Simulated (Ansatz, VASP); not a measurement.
Two plane-wave programs on YN

File INCAR:

```
SYSTEM = YN
AGGAC = 1.0
AGGAX = 1.0
ALDAC = 0.0
ALDAX = 1.0
ALGO = Normal
EDIFF = 1E-6
ENCUT = 600
GGA = B5
GGA_COMPAT = .False.
ISIF = 2
ISMEAR = 0
LASPH = .True.
LCHARG = .True.
LELF = .True.
LREAL = .False.
LVHAR = .True.
LWAVE = .False.
NBANDS = 15
NELM = 120
PREC = Accurate
SIGMA = 0.01
```

The input KPOINTS:

```
k-points
0
Gamma
  6 6 6
  0 0 0
```

The input POSCAR:

```
YN
1.0
    3.4485600000      0.0000000000      0.0000000000
    1.7242800000      2.9865405665      0.0000000000
    1.7242800000      0.9955135222      2.8157374491
Y N
1 1
Direct
    0.0000000000      0.0000000000      0.0000000000
    0.5000000000      0.5000000000      0.5000000000
```

Input for Ansatz:

```yaml
crystal:
  lattice:
    a: 3.44856
    b: 3.44856
    c: 3.44856
    alpha: 60.0
    beta: 60.0
    gamma: 60.0
  atoms:
    - { symbol: "Y", position: [0.0, 0.0, 0.0] }
    - { symbol: "N", position: [0.5, 0.5, 0.5] }
kpoints:
  mp_grid:
    grid: [6, 6, 6]
hamiltonian:
  xc: blyp
  pseudopotentials:
    kind: paw
scf:
  convergence:
    dr2_threshold: 1.0e-07
  occupations:
    method: fixed
output:
  eigenvalues: true
```

Alike in both runs: task single point; functional BLYP; k mesh 6 × 6 × 6; no spin polarisation.

|  | VASP | Ansatz |
| --- | --- | --- |
| version | VASP 6.6.1 | Ansatz 0.2.0 |
| potentials or method | VASP PAW PBE potentials, release 64 (Y_sv, N) | plane waves, PAW |
| plane-wave cutoff (eV) | 600 | 420 |
| occupations | gaussian, width 0.01 eV | fixed |
| valence electrons in the cell | 16 | 16 |

```csv
,VASP,Ansatz,Ansatz less VASP
gap on the k mesh at the Fermi level (eV),0.30,0.31,+0.011
```

VASP's potentials were made for PBE, not for BLYP. Ansatz's warnings: metallic iterate.
